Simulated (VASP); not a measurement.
**BaTiO3: single point with PBE**

The system is BaTiO3.

```
CELL_PARAMETERS angstrom
3.99980 0.00000 0.00000
0.00000 3.99980 0.00000
0.00000 0.00000 4.01800
ATOMIC_POSITIONS crystal
Ba 0.00000 0.00000 0.00000
Ti 0.50000 0.50000 0.49000
O 0.00000 0.50000 0.51700
O 0.50000 0.00000 0.51700
O 0.50000 0.50000 0.01900
```

```yaml
Program: VASP 6.6.1
Task: single point
Functional: PBE
Potentials_or_basis: VASP PAW PBE potentials, release 64 (Ba_sv, Ti_sv, O)
Cutoff: 600 eV
k_mesh: 7 × 7 × 7
Occupations: gaussian, width 0.013 eV
Spin: no spin polarisation
```

```
Pressure               : 4.0 GPa
Largest force          : 0.277 eV/Å
Band gap on the k mesh : 1.87 eV, indirect (least direct gap 2.06 eV)
```

Forces on the atoms (eV/Å):
```
Ba   0.000  0.000  0.076
Ti   0.000  0.000 -0.117
O    0.000  0.000 -0.118
O    0.000  0.000 -0.118
O    0.000  0.000  0.277
```

Stress tensor (GPa, compression positive):
```
3.74 0.00 0.00
0.00 3.74 0.00
0.00 0.00 4.66
```

Levels at points of the mesh, in eV from the valence-band top:
```tsv
k point	band 18	band 19	band 20	band 21	band 22	band 23
(0.00, 0.00, 0.00)	-0.21	-0.19	-0.19	1.87	2.08	2.08
```

Run time: 59 s on 1 thread of Intel(R) Xeon(R) Platinum 8488C (Sapphire Rapids), with other jobs on the host, peak memory 0.24 GiB.

Caveat: spin-orbit coupling is left out, which moves the levels of the heavy elements. A hybrid or GW would open this gap; PBE tends to underestimate it.
